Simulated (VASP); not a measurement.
## NaCl: relaxation of cell and atoms with PBE

NaCl:

```
Cl Na
1.0
     3.50219    0.00000    0.00000
     0.00000    3.50219    0.00000
     0.00000    0.00000    3.50219
Cl Na
1 1
Cartesian
  1.7511 1.7511 1.7511
  0.0000 0.0000 0.0000
```

- Program: VASP 6.6.1
- Task: relaxation of cell and atoms
- Functional: PBE
- Potentials or basis: VASP PAW PBE potentials, release 64 (Cl, Na_pv)
- Cutoff: 600 eV
- k mesh: 8 × 8 × 8
- Occupations: fermi-dirac, width 0.05 eV
- Spin: no spin polarisation
- Dipole correction: no
- Further INCAR settings: ALGO = Normal; EDIFF = 1e-07; IBRION = 2; EDIFFG = -0.005; NSW = 80; ISIF = 3

```json
{
 "Relaxed volume": "21.55 Å³/atom",
 "Relaxed cell": "a = 3.506 Å, b = 3.506 Å, c = 3.506 Å, α = 90.00°, β = 90.00°, γ = 90.00°",
 "Space group after relaxing (to 0.05 Å)": "Pm-3m (No. 221)",
 "Energy gained by relaxing": "0.0 meV/atom",
 "Ionic steps": "3",
 "Pressure after relaxing": "0.0 GPa",
 "Band gap on the k mesh": "3.97 eV, indirect (least direct gap 4.46 eV)"
}
```

Final structure:
```
Cl Na
1.0
     3.50632    0.00000    0.00000
     0.00000    3.50632    0.00000
     0.00000    0.00000    3.50632
Cl Na
1 1
Direct
  0.50000 0.50000 0.50000
  0.00000 0.00000 0.00000
```

Levels at points of the mesh, in eV from the valence-band top:
```
           k point  band 4  band 5  band 6  band 7  band 8  band 9  band 10  band 11
(0.00, 0.00, 0.00)  -13.36   -0.49   -0.49   -0.49    3.97    8.58     8.58    15.66
(0.50, 0.00, 0.00)  -13.01   -2.92   -0.25   -0.25    6.91    8.54    10.51    11.83
(0.50, 0.50, 0.00)  -12.75   -2.25   -2.25    0.00    5.54    9.88    11.00    11.00
(0.50, 0.50, 0.50)  -12.48   -1.83   -1.83   -1.83    7.12    7.12     7.12    11.62
```

Run time: 25 s on 1 thread of Intel Xeon 6975P-C, with other jobs on the host, peak memory 0.16 GiB.

A k mesh can miss the band edges.
